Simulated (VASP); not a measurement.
Wanted: the native input for a VASP 6.6.1 run.

| Quantity | Value |
| --- | --- |
| Task | single point |
| Functional | PBEsol |
| Potentials or basis | VASP PAW PBE potentials, release 64 (Re) |
| Cutoff | 600 eV |
| k mesh | 6 × 6 × 6 |
| Occupations | gaussian, width 0.1 eV |
| Spin | no spin polarisation |
| Dipole correction | no |
| Further INCAR settings | ALGO = Normal; EDIFF = 1e-06; NBANDS = 10 |

The structure of Re lies in POSCAR:

```
Re
1.0
   -1.5426955953      1.5426955953      1.5426955953
    1.5426955953     -1.5426955953      1.5426955953
    1.5426955953      1.5426955953     -1.5426955953
Re
1
Direct
    0.0000000000      0.0000000000      0.0000000000
```

The input as run:

INCAR

```
PREC     = Accurate       # precision mode
ENCUT    = 600            # plane-wave cutoff, eV
EDIFF    = 1E-6           # SCF threshold, eV
ISMEAR   = 0              # smearing method
SIGMA    = 0.1            # smearing width, eV
LREAL    = F              # projectors in reciprocal space
LASPH    = T              # aspherical terms in the spheres
NELM     = 120            # most SCF steps
ALGO     = Normal         # electronic algorithm
ISIF     = 2              # what is computed and relaxed
LWAVE    = F              # write WAVECAR
LCHARG   = F              # write CHGCAR
GGA      = PS             # functional
NBANDS   = 10             # bands
GGA_COMPAT= F
```

KPOINTS

```
regular mesh
0
Gamma
  6 6 6
```

Potentials or basis: VASP PAW PBE potentials, release 64 (Re).

The run is started by

```sh
$ cat potpaw_PBE.64/Re/POTCAR > POTCAR
$ mpirun -np 1 vasp_std > vasp.out
```

Results of the run:

| Quantity | Value |
| --- | --- |
| Pressure | 1.0 GPa |

Caveat: the k points lie up to 0.48 Å⁻¹ apart; the PAW data sets were made with another functional, which shifts forces and pressure a little.

Wall time 3.9 s on 1 thread of Intel(R) Xeon(R) Platinum 8488C (Sapphire Rapids) (shared host), peak memory 0.14 GiB.
